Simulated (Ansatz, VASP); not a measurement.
# AlGa5As6: VASP beside Ansatz

```
Al Ga As
1.0
     4.06227   -0.00040   -0.00070
    -2.03148    3.51806    0.00052
    -0.00339    0.00153   19.85827
Al Ga As
1 5 6
Direct
  0.99996 0.00079 0.00024
  0.33318 0.66602 0.83345
  0.66641 0.33437 0.66690
  0.00020 0.99979 0.50009
  0.33267 0.66709 0.33326
  0.66727 0.33204 0.16640
  0.99993 0.99939 0.87532
  0.33323 0.66754 0.70846
  0.66697 0.33312 0.54174
  0.99952 0.00040 0.37495
  0.33396 0.66542 0.20816
  0.66670 0.33405 0.04103
```

Change from the starting cell: cell x1, atoms moved at random (sigma 0.1 Å) and cell strained at random (1.5 %), then relaxed without symmetry.

Alike in both runs: functional PBE; k mesh 6 × 6 × 1; occupations gaussian, width 0.1 eV; no spin polarisation.

Ansatz relaxed the structure, and its values are those at the end. VASP's run is a single point on that final structure, the one shown.

|  | VASP | Ansatz |
| --- | --- | --- |
| version | VASP 6.6.1 | Ansatz 0.2.0 |
| potentials or method | VASP PAW PBE potentials, release 64 (Al, Ga_d, As), cutoff 520 eV | scalar-relativistic, plane waves, PAW |
| valence electrons in the cell | 98 | 158 |

|  | VASP | Ansatz | Ansatz less VASP |
| --- | --- | --- | --- |
| gap on the k mesh at the Fermi level (eV) | 0.34 | 0.34 | -0.002 |
| least direct gap on the mesh (eV) | 0.34 | 0.34 | -0.002 |
| pressure (GPa) | 0.2 | 0.0 | -0.17 |
| rms of the force components (eV/Å) | 0.005 | 0.004 | -0.0005 |

VASP's potentials hold 98 valence electrons a cell and Ansatz's 158, so a difference there can come from the potentials and not from the codes.
